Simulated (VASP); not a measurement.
# Sb2Se3 (I-4m2) in VASP: single point with PBE

Aim: the single point of Sb2Se3 with PBE.

Program: VASP 6.6.1. These are calculated values, not measurements. Logs are shortened: lines on timing, memory, paths and dates and some standing lists are left out, and cuts for length are marked.

## (1) The cell of the first run

Symmetry: I-4m2, No. 119, tetragonal system. Conventional cell: a = 5.635 Å, b = 5.635 Å, c = 17.040 Å, α = 90.00°, β = 90.00°, γ = 90.00°. Within 3.2 Å of Sb (site symmetry 2mm) lie 3 Se at 2.41 to 2.84 Å. Within 3.2 Å of Se (site symmetry 2mm) lie 1 Sb at 2.41 Å and 1 Se at 3.00 Å. Se (site symmetry -4m2) has 4 Sb at 2.84 Å within 3.7 Å.

The cell was generated, and may not be a known phase.

## (2) Single point, PBE

INCAR reads:

```
SYSTEM = Sb2Se3
PREC = Accurate
ENCUT = 500
EDIFF = 1E-6
ISMEAR = 0
SIGMA = 0.15
LREAL = .False.
LASPH = .True.
NELM = 120
ALGO = Normal
ISIF = 2
LWAVE = .False.
LCHARG = .False.
GGA = PE
NBANDS = 22
GGA_COMPAT = .False.
```

KPOINTS reads:

```
regular mesh
0
Gamma
  3 3 3
  0 0 0
```

POSCAR reads:

```
Sb2Se3
1.0
   -2.8175591662      2.8175591662      8.5197591345
    2.8175591662     -2.8175591662      8.5197591345
    2.8175591662      2.8175591662     -8.5197591345
Sb Se
2 3
Direct
    0.4796557117     -0.0203442883      0.5000000000
    1.0203442883      0.5203442883      0.5000000000
    0.1620074546      0.6620074546      0.5000000000
    0.3379925454      0.8379925454      0.5000000000
    0.5000000000      0.5000000000      0.0000000000
```

Potentials or basis: VASP PAW PBE potentials, release 64 (Sb, Se).

The run is started by

```bash
$ cat potpaw_PBE.64/Sb/POTCAR potpaw_PBE.64/Se/POTCAR > POTCAR
$ mpirun -np 1 vasp_std > vasp.out
```

OUTCAR:

```text
SYSTEM = Sb2Se3
   PREC = Accurate
   ENCUT = 500
   EDIFF = 1E-6
   ISMEAR = 0
   LREAL = .False.
   LASPH = .True.
   NELM = 120
   ISIF = 2
   GGA = PE

 ion  position               nearest neighbor table
   1  0.480  0.980  0.500-   4 2.41   5 2.84   5 2.84
   2  0.020  0.520  0.500-   3 2.41   5 2.84   5 2.84
   3  0.162  0.662  0.500-   2 2.41
   4  0.338  0.838  0.500-   1 2.41
   5  0.500  0.500  0.000-   2 2.84   1 2.84   2 2.84   1 2.84

  LATTYP: Found a body centered tetragonal cell.
 ALAT       =     5.6351183324
 C/A-ratio  =     3.0238084214

  Lattice vectors:

 A1 = (  -2.8175591662,   2.8175591662,   8.5197591345)
 A2 = (   2.8175591662,  -2.8175591662,   8.5197591345)
 A3 = (   2.8175591662,   2.8175591662,  -8.5197591345)

Analysis of symmetry for initial positions (statically):
=====================================================================
 Subroutine PRICEL returns:
 Original cell was already a primitive cell.

 Routine SETGRP: Setting up the symmetry group for a
 body centered tetragonal supercell.

 Subroutine GETGRP returns: Found  8 space group operations
 (whereof  8 operations were pure point group operations)
 out of a pool of 16 trial point group operations.

The static configuration has the point symmetry D_2d.

Analysis of symmetry for dynamics (positions and initial velocities):
=====================================================================
 Subroutine PRICEL returns:
 Original cell was already a primitive cell.

 Routine SETGRP: Setting up the symmetry group for a
 body centered tetragonal supercell.

 Subroutine GETGRP returns: Found  8 space group operations
 (whereof  8 operations were pure point group operations)
 out of a pool of 16 trial point group operations.

The dynamic configuration has the point symmetry D_2d.

 Subroutine INISYM returns: Found  8 space group operations
 (whereof  8 operations are pure point group operations),
 and found     1 'primitive' translations

----------------------------------------------------------------------------------------

                                     Primitive cell

  volume of cell :     270.5412

  direct lattice vectors                    reciprocal lattice vectors
    -2.817559166  2.817559166  8.519759134     0.000000000  0.177458563  0.058687105
     2.817559166 -2.817559166  8.519759134     0.177458563  0.000000000  0.058687105
     2.817559166  2.817559166 -8.519759134     0.177458563  0.177458563  0.000000000

  length of vectors
     9.405507696  9.405507696  9.405507696     0.186910989  0.186910989  0.250964306

  position of ions in fractional coordinates (direct lattice)
     0.479655712  0.979655712  0.500000000
     0.020344288  0.520344288  0.500000000
     0.162007455  0.662007455  0.500000000
     0.337992545  0.837992545  0.500000000
     0.500000000  0.500000000  0.000000000

  ion indices of the primitive-cell ions
   primitive index   ion index
                 1           1
                 2           2
                 3           3
                 4           4
                 5           5

----------------------------------------------------------------------------------------

 KPOINTS: regular mesh

Automatic generation of k-mesh.
 Grid dimensions read from file:
 generate k-points for:    3    3    3

 Generating k-lattice:

  Cartesian coordinates                     Fractional coordinates (reciprocal lattice)
     0.000000000  0.059152854  0.019562368     0.333333333  0.000000000  0.000000000
     0.059152854  0.000000000  0.019562368     0.000000000  0.333333333  0.000000000
     0.059152854  0.059152854  0.000000000     0.000000000  0.000000000  0.333333333

  Length of vectors
     0.062303663  0.062303663  0.083654769

  Shift w.r.t. Gamma in fractional coordinates (k-lattice)
     0.000000000  0.000000000  0.000000000

 Subroutine IBZKPT returns following result:
 ===========================================

 Found      6 irreducible k-points:

 Following reciprocal coordinates:
            Coordinates               Weight
  0.000000  0.000000  0.000000      1.000000
  0.333333  0.000000 -0.000000      8.000000
  0.333333  0.333333 -0.000000      8.000000
 -0.333333  0.333333  0.000000      4.000000
 -0.333333  0.333333  0.333333      4.000000
 -0.333333 -0.333333  0.333333      2.000000
   k-points           NKPTS =      6   k-points in BZ     NKDIM =      6   number of bands    NBANDS=     22
   number of dos      NEDOS =    301   number of ions     NIONS =      5
   total plane-waves  NPLWV = 343000
   dimension x,y,z NGX =    70 NGY =   70 NGZ =   70
   dimension x,y,z NGXF=   140 NGYF=  140 NGZF=  140
   ions per type =               2   3
   NGX,Y,Z   is equivalent  to a cutoff of  12.37, 12.37, 12.37 a.u.
   NGXF,Y,Z  is equivalent  to a cutoff of  24.75, 24.75, 24.75 a.u.
 SYSTEM =  Sb2Se3
   PREC   = accura    normal or accurate (medium, high low for compatibility)
   ISTART =      0    job   : 0-new  1-cont  2-samecut
   ICHARG =      2    charge: 1-file 2-atom 10-const
   ISPIN  =      1    spin polarized calculation?
   LNONCOLLINEAR =      F non collinear calculations
   LSORBIT =      F    spin-orbit coupling
   LASPH  =      T    aspherical Exc in radial PAW
   ENCUT  =  500.0 eV  36.75 Ry    6.06 a.u.  17.15 17.15 17.15*2*pi/ulx,y,z
   NELM   =    120;   NELMIN=  2; NELMDL= -5     # of ELM steps
   EDIFF  = 0.1E-05   stopping-criterion for ELM
   LREAL  =      F    real-space projection
   EDIFFG = 0.1E-04   stopping-criterion for IOM
   NSW    =      0    number of steps for IOM
   IBRION =     -1    ionic relax: 0-MD 1-quasi-New 2-CG
   NFREE  =      0    steps in history (QN), initial steepest desc. (CG)
   ISIF   =      2    stress and relaxation
   ISYM   =      2    0-nonsym 1-usesym 2-fastsym
   POTIM  = 0.5000    time-step for ionic-motion
   TEBEG  =    0.0;   TEEND  =   0.0 temperature during run
   PSTRESS=    0.0 pullay stress
   NELECT =      28.0000    total number of electrons
   NUPDOWN=      -1.0000    fix difference up-down
   EMIN   =  10.00;   EMAX   =-10.00  energy-range for DOS
   EFERMI =   0.00;   METHOD = LEGACY
   ISMEAR =     0;   SIGMA  =   0.15  broadening in eV -4-tet -1-fermi 0-gaus
   EFERMI_NEDOS =   21; number of points for ismear=-14 and -15
   IALGO  =     38    algorithm
   IMIX   =      4    mixing-type and parameters
     AMIX     =   0.40;   BMIX     =  1.00
     AMIX_MAG =   1.60;   BMIX_MAG =  1.00
  volume/ion in A,a.u.               =      54.11       365.14
  Fermi-wavevector in a.u.,A,eV,Ry     =   0.768628  1.452497  8.038179  0.590789
  Thomas-Fermi vector in A             =   1.869442
   LORBIT       =      0    0 simple, 1 ext, 2 COOP (PROOUT), +10 PAW based schemes
   GGA     = PE    functional components
   LHFCALC =     F    Hartree Fock is set to
   AEXX    =    0.0000 exact exchange contribution
   IVDW    =     0    specifies the selected vdW correction
   LEPSILON=     F    determine dielectric tensor
   LRPA    =     F    only Hartree local field effects (RPA)
 non-spin polarized calculation
 Gauss-broadening in eV      SIGMA  =   0.15
  energy-cutoff  :      500.00
  volume of cell :      270.54
 maximum number of plane-waves:      6892
 NGX is ok and might be reduce to    70
   NGX = 35   NGY = 35   NGZ = 35

 number of electron      28.0000000 magnetization

 Free energy of the ion-electron system (eV)
  ---------------------------------------------------
  ext. energy  EPLUGINS =         0.00000000
  ---------------------------------------------------
  free energy    TOTEN  =       -17.47996956 eV

  energy without entropy =      -17.44095999  energy(sigma->0) =      -17.46046477

 E-fermi :  -0.5709     XC(G=0):  -6.0708

 val. band max:       -0.7521505013   @ k =   0.3333   0.0000  -0.0000
 cond. band min:      -0.5702293974   @ k =  -0.3333   0.3333   0.0000
 fundamental gap:      0.1819211038
 Fermi energy:        -0.5709293815

 k-point     1 :       0.0000    0.0000    0.0000
  band No.  band energies     occupation
      1     -13.7851      2.00000
      2     -12.7027      2.00000
      3     -12.6127      2.00000
      4      -8.2335      2.00000
      5      -8.1130      2.00000
      6      -5.0654      2.00000
[... 14 lines left out ...]
     21       4.4956      0.00000
     22       4.6857      0.00000

 k-point     2 :       0.3333    0.0000   -0.0000
  band No.  band energies     occupation
      1     -13.6002      2.00000
      2     -12.9272      2.00000
      3     -12.5087      2.00000
      4      -8.9634      2.00000
      5      -8.1366      2.00000
      6      -4.9391      2.00000
[... 14 lines left out ...]
     21       4.7285      0.00000
     22       5.8114      0.00000

 k-point     3 :       0.3333    0.3333   -0.0000
  band No.  band energies     occupation
      1     -13.3551      2.00000
      2     -13.0672      2.00000
      3     -12.5537      2.00000
      4      -9.1008      2.00000
      5      -8.7092      2.00000
      6      -4.2685      2.00000
[... 14 lines left out ...]
     21       5.4125      0.00000
     22       5.6458      0.00000

 k-point     4 :      -0.3333    0.3333    0.0000
  band No.  band energies     occupation
      1     -13.4260      2.00000
      2     -12.8182      2.00000
      3     -12.7429      2.00000
      4      -9.0519      2.00000
      5      -8.7445      2.00000
      6      -4.1696      2.00000
[... 14 lines left out ...]
     21       5.1086      0.00000
     22       5.7951      0.00000

 k-point     5 :      -0.3333    0.3333    0.3333
  band No.  band energies     occupation
      1     -13.5368      2.00000
      2     -13.1117      2.00000
      3     -12.3670      2.00000
      4      -9.0162      2.00000
      5      -8.1114      2.00000
      6      -4.9416      2.00000
[... 14 lines left out ...]
     21       4.9673      0.00000
     22       5.2890      0.00000

 k-point     6 :      -0.3333   -0.3333    0.3333
  band No.  band energies     occupation
      1     -13.7259      2.00000
      2     -13.0463      2.00000
      3     -12.2907      2.00000
      4      -8.5027      2.00000
      5      -7.8924      2.00000
      6      -5.0695      2.00000
[... 14 lines left out ...]
     21       4.5905      0.00000
     22       4.6926      0.00000

------------------------ aborting loop because EDIFF is reached ----------------------------------------

  FORCE on cell =-STRESS in cart. coord.  units (eV):
  Direction    XX          YY          ZZ          XY          YZ          ZX
  --------------------------------------------------------------------------------------
  -------------------------------------------------------------------------------------
  Total        0.1324585      0.1324585      1.0231524      0.0000000      0.0000000      0.0000000
  in kB        0.7844350      0.7844350      6.0592310      0.0000000      0.0000000      0.0000000
  external PRESSURE =       2.5427003 kB  Pullay stress =       0.0000000 kB

 VOLUME and BASIS-vectors are now :
 -----------------------------------------------------------------------------
  energy-cutoff  :      500.00
  volume of cell :      270.54
      direct lattice vectors                 reciprocal lattice vectors
    -2.817559166  2.817559166  8.519759134     0.000000000  0.177458563  0.058687105
     2.817559166 -2.817559166  8.519759134     0.177458563  0.000000000  0.058687105
     2.817559166  2.817559166 -8.519759134     0.177458563  0.177458563  0.000000000

 POSITION                                       TOTAL-FORCE (eV/Angst)
 -----------------------------------------------------------------------------------
      2.81756     -0.00000      8.17310         0.000000     -0.000000      0.084423
      2.81756      0.00000      0.34666         0.000000     -0.000000     -0.084423
      2.81756     -0.00000      2.76053        -0.000000      0.000000      0.124620
      2.81756     -0.00000      5.75923        -0.000000      0.000000     -0.124620
      0.00000      0.00000      8.51976        -0.000000      0.000000      0.000000
 -----------------------------------------------------------------------------------
    total drift:                               -0.000000      0.000000     -0.000000

  FREE ENERGIE OF THE ION-ELECTRON SYSTEM (eV)
  ---------------------------------------------------
  free  energy   TOTEN  =       -17.4799695568 eV

  energy  without entropy=      -17.4409599883  energy(sigma->0) =      -17.46046477
```

Wall time 74 s (1 thread of Intel Xeon Platinum 8559C (Emerald Rapids), shared host); peak memory 0.6 GiB.

Results:

```
Free energy            : -17.4800 eV
Pressure               : 0.3 GPa
Largest force          : 0.125 eV/Å
Band gap on the k mesh : 0.01 eV
```

Forces on the atoms (eV/Å):
```
Sb   0.000  0.000  0.084
Sb   0.000  0.000 -0.084
Se   0.000  0.000  0.125
Se   0.000  0.000 -0.125
Se   0.000  0.000  0.000
```

Levels at points of the mesh, in eV from the valence-band top:
| k point | band 10 | band 11 | band 12 | band 13 | band 14 | band 15 | band 16 | band 17 | band 18 | band 19 |
| --- | --- | --- | --- | --- | --- | --- | --- | --- | --- | --- |
| (0.00, 0.00, 0.00) | -1.57 | -1.57 | -0.46 | -0.46 | -0.37 | 0.98 | 0.98 | 3.42 | 4.42 | 4.52 |

Caveat: the smearing spreads over this small gap; semilocal functionals underestimate gaps, and a narrow one can read as zero; spin-orbit coupling is left out, which moves the levels of the heavy elements. A k mesh can miss the band edges.

The gap in the log of VASP goes by the Fermi energy; the results here count the filled bands.